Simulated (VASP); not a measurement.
# Cu (Fm-3m) in VASP: single point with PBE

Aim: the single point of Cu with PBE.

All numbers are computed with VASP 6.6.1; they aren't measurements. Logs are shortened: lines on timing, memory, paths and dates and some standing lists are left out, and cuts for length are marked.

### Step 1. The cell of the first run

It takes space group Fm-3m (No. 225, cubic). Conventional cell: a = 3.595 Å, b = 3.595 Å, c = 3.595 Å, α = 90.00°, β = 90.00°, γ = 90.00°. Within 3.4 Å of Cu (site symmetry m-3m) lie 12 Cu at 2.54 Å.

### Step 2. Single point, PBE

The input, INCAR:

```
SYSTEM = Cu
  PREC = Accurate
  ENCUT = 520
  EDIFF = 1E-7
  ISMEAR = -1
  SIGMA = 0.1
  LREAL = .False.
  LASPH = .True.
  NELM = 80
  ALGO = Normal
  ISIF = 2
  LWAVE = .False.
  LCHARG = .False.
  GGA = PE
  NBANDS = 12
```

The input, KPOINTS:

```
Automatic mesh
0
Gamma
  16 16 16
  0 0 0
```

The input, POSCAR:

```
Cu
1.0
    0.0000000000      1.7976480000      1.7976480000
    1.7976480000      0.0000000000      1.7976480000
    1.7976480000      1.7976480000      0.0000000000
Cu
1
Direct
    0.0000000000      0.0000000000      0.0000000000
```

Potentials or basis: VASP PAW PBE potentials, release 64 (Cu).

Launch:

```console
$ cat potpaw_PBE.64/Cu/POTCAR > POTCAR
$ mpirun -np 1 vasp_std > vasp.out
```

OUTCAR:

```text
SYSTEM = Cu
   PREC = Accurate
   ENCUT = 520
   EDIFF = 1E-7
   ISMEAR = -1
   LREAL = .False.
   LASPH = .True.
   NELM = 80
   ISIF = 2
   GGA = PE

 ion  position               nearest neighbor table
   1  0.000  0.000  0.000-

  LATTYP: Found a face centered cubic cell.
 ALAT       =     3.5952960000

  Lattice vectors:

 A1 = (   0.0000000000,   1.7976480000,   1.7976480000)
 A2 = (   1.7976480000,   0.0000000000,   1.7976480000)
 A3 = (   1.7976480000,   1.7976480000,   0.0000000000)

Analysis of symmetry for initial positions (statically):
=====================================================================
 Subroutine PRICEL returns:
 Original cell was already a primitive cell.

 Routine SETGRP: Setting up the symmetry group for a
 face centered cubic supercell.

 Subroutine GETGRP returns: Found 48 space group operations
 (whereof 48 operations were pure point group operations)
 out of a pool of 48 trial point group operations.

The static configuration has the point symmetry O_h .

Analysis of symmetry for dynamics (positions and initial velocities):
=====================================================================
 Subroutine PRICEL returns:
 Original cell was already a primitive cell.

 Routine SETGRP: Setting up the symmetry group for a
 face centered cubic supercell.

 Subroutine GETGRP returns: Found 48 space group operations
 (whereof 48 operations were pure point group operations)
 out of a pool of 48 trial point group operations.

The dynamic configuration has the point symmetry O_h .

 Subroutine INISYM returns: Found 48 space group operations
 (whereof 48 operations are pure point group operations),
 and found     1 'primitive' translations

----------------------------------------------------------------------------------------

                                     Primitive cell

  volume of cell :      11.6183

  direct lattice vectors                    reciprocal lattice vectors
     0.000000000  1.797648000  1.797648000    -0.278141216  0.278141216  0.278141216
     1.797648000  0.000000000  1.797648000     0.278141216 -0.278141216  0.278141216
     1.797648000  1.797648000  0.000000000     0.278141216  0.278141216 -0.278141216

  length of vectors
     2.542258182  2.542258182  2.542258182     0.481754717  0.481754717  0.481754717

  position of ions in fractional coordinates (direct lattice)
     0.000000000  0.000000000  0.000000000

  ion indices of the primitive-cell ions
   primitive index   ion index
                 1           1

----------------------------------------------------------------------------------------

 KPOINTS: Automatic mesh

Automatic generation of k-mesh.
 Grid dimensions read from file:
 generate k-points for:   16   16   16

 Generating k-lattice:

  Cartesian coordinates                     Fractional coordinates (reciprocal lattice)
    -0.017383826  0.017383826  0.017383826     0.062500000  0.000000000  0.000000000
     0.017383826 -0.017383826  0.017383826     0.000000000  0.062500000  0.000000000
     0.017383826  0.017383826 -0.017383826     0.000000000  0.000000000  0.062500000

  Length of vectors
     0.030109670  0.030109670  0.030109670

  Shift w.r.t. Gamma in fractional coordinates (k-lattice)
     0.000000000  0.000000000  0.000000000

 Subroutine IBZKPT returns following result:
 ===========================================

 Found    145 irreducible k-points:

 Following reciprocal coordinates:
            Coordinates               Weight
  0.000000  0.000000  0.000000      1.000000
  0.062500  0.000000  0.000000      8.000000
  0.125000  0.000000  0.000000      8.000000
  0.187500  0.000000  0.000000      8.000000
  0.250000  0.000000  0.000000      8.000000
  0.312500  0.000000  0.000000      8.000000
[... 16 lines left out ...]
 -0.125000  0.062500  0.000000     24.000000
 -0.062500  0.062500  0.000000     12.000000
 [... further k-points ...]
   k-points           NKPTS =    145   k-points in BZ     NKDIM =    145   number of bands    NBANDS=     12
   number of dos      NEDOS =    301   number of ions     NIONS =      1
   total plane-waves  NPLWV =   8000
   dimension x,y,z NGX =    20 NGY =   20 NGZ =   20
   dimension x,y,z NGXF=    40 NGYF=   40 NGZF=   40
   ions per type =               1
   NGX,Y,Z   is equivalent  to a cutoff of  13.08, 13.08, 13.08 a.u.
   NGXF,Y,Z  is equivalent  to a cutoff of  26.16, 26.16, 26.16 a.u.
 SYSTEM =  Cu
   PREC   = accura    normal or accurate (medium, high low for compatibility)
   ISTART =      0    job   : 0-new  1-cont  2-samecut
   ICHARG =      2    charge: 1-file 2-atom 10-const
   ISPIN  =      1    spin polarized calculation?
   LNONCOLLINEAR =      F non collinear calculations
   LSORBIT =      F    spin-orbit coupling
   LASPH  =      T    aspherical Exc in radial PAW
   ENCUT  =  520.0 eV  38.22 Ry    6.18 a.u.   4.73  4.73  4.73*2*pi/ulx,y,z
   NELM   =     80;   NELMIN=  2; NELMDL= -5     # of ELM steps
   EDIFF  = 0.1E-06   stopping-criterion for ELM
   LREAL  =      F    real-space projection
   EDIFFG = 0.1E-05   stopping-criterion for IOM
   NSW    =      0    number of steps for IOM
   IBRION =     -1    ionic relax: 0-MD 1-quasi-New 2-CG
   NFREE  =      0    steps in history (QN), initial steepest desc. (CG)
   ISIF   =      2    stress and relaxation
   ISYM   =      2    0-nonsym 1-usesym 2-fastsym
   POTIM  = 0.5000    time-step for ionic-motion
   TEBEG  =    0.0;   TEEND  =   0.0 temperature during run
   PSTRESS=    0.0 pullay stress
   NELECT =      11.0000    total number of electrons
   NUPDOWN=      -1.0000    fix difference up-down
   EMIN   =  10.00;   EMAX   =-10.00  energy-range for DOS
   EFERMI =   0.00;   METHOD = LEGACY
   ISMEAR =    -1;   SIGMA  =   0.10  broadening in eV -4-tet -1-fermi 0-gaus
   EFERMI_NEDOS =   21; number of points for ismear=-14 and -15
   IALGO  =     38    algorithm
   IMIX   =      4    mixing-type and parameters
     AMIX     =   0.40;   BMIX     =  1.00
     AMIX_MAG =   1.60;   BMIX_MAG =  1.00
  volume/ion in A,a.u.               =      11.62        78.40
  Fermi-wavevector in a.u.,A,eV,Ry     =   1.607525  3.037782 35.159314  2.584137
  Thomas-Fermi vector in A             =   2.703540
   LORBIT       =      0    0 simple, 1 ext, 2 COOP (PROOUT), +10 PAW based schemes
   GGA     = PE    functional components
   LHFCALC =     F    Hartree Fock is set to
   AEXX    =    0.0000 exact exchange contribution
   IVDW    =     0    specifies the selected vdW correction
   LEPSILON=     F    determine dielectric tensor
   LRPA    =     F    only Hartree local field effects (RPA)
 non-spin polarized calculation
  energy-cutoff  :      520.00
  volume of cell :       11.62
 maximum number of plane-waves:       331
   NGX =  9   NGY =  9   NGZ =  9

 number of electron      11.0000007 magnetization

 Free energy of the ion-electron system (eV)
  ---------------------------------------------------
  ext. energy  EPLUGINS =         0.00000000
  ---------------------------------------------------
  free energy    TOTEN  =        -3.72718429 eV

  energy without entropy =       -3.71719816  energy(sigma->0) =       -3.72219122

 E-fermi :   7.7755     XC(G=0): -12.8212

 val. band max:        7.7462033287   @ k =   0.5000   0.1875   0.0625
 cond. band min:       7.8083629198   @ k =   0.5000   0.3125   0.1250
 fundamental gap:      0.0621595912
 Fermi energy:         7.7754694043

 k-point     1 :       0.0000    0.0000    0.0000
  band No.  band energies     occupation
      1      -1.6862      2.00000
      2       4.7129      2.00000
      3       4.7129      2.00000
      4       4.7129      2.00000
      5       5.5561      2.00000
      6       5.5561      2.00000
      7      30.5160      0.00000
      8      33.2882      0.00000
      9      33.2883      0.00000
     10      33.2883      0.00000
     11      35.7943      0.00000
     12      35.7943      0.00000

 k-point     2 :       0.0625    0.0000    0.0000
  band No.  band energies     occupation
      1      -1.5422      2.00000
      2       4.6819      2.00000
      3       4.7405      2.00000
      4       4.7405      2.00000
      5       5.5453      2.00000
      6       5.5453      2.00000
      7      29.6782      0.00000
      8      31.7379      0.00000
      9      32.8423      0.00000
     10      32.8423      0.00000
     11      36.4406      0.00000
     12      36.4406      0.00000

 k-point     3 :       0.1250    0.0000    0.0000
  band No.  band energies     occupation
      1      -1.1165      2.00000
      2       4.6001      2.00000
      3       4.8085      2.00000
      4       4.8085      2.00000
      5       5.5262      2.00000
      6       5.5262      2.00000
      7      26.7796      0.00000
      8      31.1815      0.00000
      9      32.0816      0.00000
     10      32.0816      0.00000
     11      37.6708      0.00000
     12      37.6913      0.00000
[... 286 lines left out ...]
 k-point    23 :      -0.1250    0.0625    0.0000
  band No.  band energies     occupation
      1      -0.7915      2.00000
      2       4.5280      2.00000
      3       4.8602      2.00000
      4       4.8613      2.00000
      5       5.4368      2.00000
      6       5.6049      2.00000
      7      25.7792      0.00000
      8      28.4878      0.00000
      9      32.4215      0.00000
     10      33.7909      0.00000
     11      36.1018      0.00000
     12      36.8157      0.00000

 k-point    24 :      -0.0625    0.0625    0.0000
  band No.  band energies     occupation
      1      -1.3043      2.00000
      2       4.6251      2.00000
      3       4.7803      2.00000
      4       4.7940      2.00000
      5       5.4914      2.00000
      6       5.5698      2.00000
      7      28.5970      0.00000
      8      29.7467      0.00000
      9      32.3219      0.00000
     10      33.8310      0.00000
     11      35.9862      0.00000
     12      36.6112      0.00000

 [... further k-points ...]
[... 5 lines left out ...]
  --------------------------------------------------------------------------------------
  -------------------------------------------------------------------------------------
  Total        0.3588325      0.3588325      0.3588325     -0.0000000      0.0000000      0.0000000
  in kB       49.4832694     49.4832694     49.4832694     -0.0000000      0.0000000      0.0000000
  external PRESSURE =      49.4832694 kB  Pullay stress =       0.0000000 kB

 VOLUME and BASIS-vectors are now :
 -----------------------------------------------------------------------------
  energy-cutoff  :      520.00
  volume of cell :       11.62
      direct lattice vectors                 reciprocal lattice vectors
     0.000000000  1.797648000  1.797648000    -0.278141216  0.278141216  0.278141216
     1.797648000  0.000000000  1.797648000     0.278141216 -0.278141216  0.278141216
     1.797648000  1.797648000  0.000000000     0.278141216  0.278141216 -0.278141216

 POSITION                                       TOTAL-FORCE (eV/Angst)
 -----------------------------------------------------------------------------------
      0.00000      0.00000      0.00000         0.000000      0.000000      0.000000
 -----------------------------------------------------------------------------------
    total drift:                               -0.000000     -0.000000     -0.000000

  FREE ENERGIE OF THE ION-ELECTRON SYSTEM (eV)
  ---------------------------------------------------
  free  energy   TOTEN  =        -3.7271842854 eV

  energy  without entropy=       -3.7171981639  energy(sigma->0) =       -3.72219122
```

Wall time 11 s (1 thread of AMD EPYC 9R45 (Zen 5), shared host); peak memory 0.1 GiB.

What came out:

- Free energy: -3.7272 eV
- Pressure: 4.9 GPa

Levels at points of the mesh, in eV from the Fermi level:
```tsv
k point	band 4	band 5	band 6	band 7	band 8	band 9
(0.00, 0.00, 0.00)	-3.06	-2.22	-2.22	22.74	25.51	25.51
(0.50, 0.00, 0.00)	-1.64	-1.64	-1.04	3.86	21.23	22.34
(0.50, 0.50, 0.00)	-1.49	-1.49	1.50	7.24	13.22	13.22
```
